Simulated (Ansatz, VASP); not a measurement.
**SnO2 in VASP and in Ansatz**

Contents of INCAR:

```
SYSTEM = SnO2
ALGO = Normal
EDIFF = 1E-6
ENCUT = 520
GGA = PS
ISIF = 2
ISMEAR = 0
LASPH = .TRUE.
LCHARG = .FALSE.
LREAL = .FALSE.
LWAVE = .FALSE.
NBANDS = 49
NELM = 100
PREC = Accurate
SIGMA = 0.02
```

Contents of KPOINTS:

```
k-points
0
G
  6 6 4
  0 0 0
```

POSCAR

```
SnO2
1.0
    5.9786549584      0.0000000000      0.0000000000
   -2.9893274792      5.1776670744      0.0000000000
    0.0000000000      0.0000000000      6.5827327573
Sn O
3 6
Direct
    0.0000000000      0.5000000000      0.3333333333
    0.5000000000      0.5000000000      0.6666666667
    0.5000000000      0.0000000000      0.0000000000
    0.6052371104      0.8026185552      0.8333333333
    0.8026185552      0.6052371104      0.5000000000
    0.8026185552      0.1973814448      0.1666666667
    0.3947628896      0.1973814448      0.8333333333
    0.1973814448      0.3947628896      0.5000000000
    0.1973814448      0.8026185552      0.1666666667
```

Input for Ansatz:

```yaml
crystal:
  lattice:
    - [5.9786549584, 0.0, 0.0]
    - [-2.9893274792, 5.1776670744, 0.0]
    - [0.0, 0.0, 6.5827327573]
  atoms:
    - { symbol: Sn, position: [0.0, 0.5, 0.3333333333] }
    - { symbol: Sn, position: [0.5, 0.5, 0.6666666667] }
    - { symbol: Sn, position: [0.5, 0.0, 0.0] }
    - { symbol: O, position: [0.6052371104, 0.8026185552, 0.8333333333] }
    - { symbol: O, position: [0.8026185552, 0.6052371104, 0.5] }
    - { symbol: O, position: [0.8026185552, 0.1973814448, 0.1666666667] }
    - { symbol: O, position: [0.3947628896, 0.1973814448, 0.8333333333] }
    - { symbol: O, position: [0.1973814448, 0.3947628896, 0.5] }
    - { symbol: O, position: [0.1973814448, 0.8026185552, 0.1666666667] }
basis:
  ecutwfc: 420
kpoints:
  mp_grid: { grid: [6, 6, 4] }
  band_path: { path: [VBM, CBM], npoints: 2 }
hamiltonian:
  xc: pbesol
scf:
  occupations: { method: gaussian, width: 0.02 }
output:
  forces: true
  stress: true
  eigenvalues: true
checkpoint:
  read: start.run
  write: ck
  compress: false
  write_wavefunctions: false
  write_every: 100000
```

Alike in both runs: task single point; functional PBEsol; k mesh 6 × 6 × 4; occupations gaussian, width 0.02 eV; no spin polarisation.

```csv
,VASP,Ansatz
version,VASP 6.6.1,Ansatz 0.2.0
potentials or method,"VASP PAW PBE potentials, release 64 (Sn_d, O), cutoff 520 eV","scalar-relativistic, plane waves, PAW"
valence electrons in the cell,78,78
```

|  | VASP | Ansatz | Ansatz less VASP |
| --- | --- | --- | --- |
| gap on the k mesh at the Fermi level (eV) | 1.95 | 1.97 | +0.017 |
| least direct gap on the mesh (eV) | 2.01 | 2.02 | +0.014 |
| pressure (GPa) | 0.2 | 0.0 | -0.21 |
| rms of the force components (eV/Å) | 0.009 | 0.004 | -0.0051 |

VASP's potentials were made for PBE, not for PBEsol. Atom by atom the forces differ by 0.005 eV/Å (rms over components).
